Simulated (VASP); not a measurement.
## Sr: single point with PBE

The system is Sr.

```xyz
3
Lattice="6.0617 0.0000 0.0000 -3.0309 5.2496 0.0000 0.0000 0.0000 5.1672" Properties=species:S:1:pos:R:3 pbc="T T T"
Sr    0.0000    3.4997    2.5836
Sr    0.0000    0.0000    0.0000
Sr    3.0309    1.7499    2.5836
```

This isn't the form of Sr at room conditions, which is fcc.

```json
{"Program": "VASP 6.6.1", "Task": "single point", "Functional": "PBE", "Potentials or basis": "VASP PAW PBE potentials, release 64 (Sr_sv)", "Cutoff": "520 eV", "k mesh": "6 × 6 × 4", "Occupations": "gaussian, width 0.1 eV", "Spin": "no spin polarisation", "Dipole correction": "no", "Further INCAR settings": "ALGO = Normal; EDIFF = 1e-06; NBANDS = 22"}
```

* Pressure: 0.9 GPa
* Band gap on the k mesh: zero (bands 15 and 16 overlap by 1.16 eV)

Stress tensor (GPa, compression positive):
```
 2.74  0.00  0.00
 0.00  2.74  0.00
 0.00  0.00 -2.71
```

Levels at points of the mesh, in eV from the Fermi level:
```
           k point  band 11  band 12  band 13  band 14  band 15  band 16  band 17  band 18  band 19  band 20
(0.00, 0.00, 0.00)   -18.45   -18.43    -3.48    -0.12     0.79     0.79     0.95     0.95     1.86     1.91
(0.50, 0.00, 0.00)   -18.45   -18.44    -1.84    -1.84    -0.52     1.01     1.16     1.29     1.31     1.49
(0.00, 0.00, 0.50)   -18.49   -18.46    -2.17    -1.54     0.31     0.31     0.42     0.42     2.04     2.04
(0.50, 0.00, 0.50)   -18.45   -18.45    -1.06    -0.92    -0.36    -0.20     0.36     0.54     0.82     1.71
```

It took 32 s on 1 thread of Intel(R) Xeon(R) 6975P-C (Granite Rapids), with other jobs on the host, peak memory 0.3 GiB.
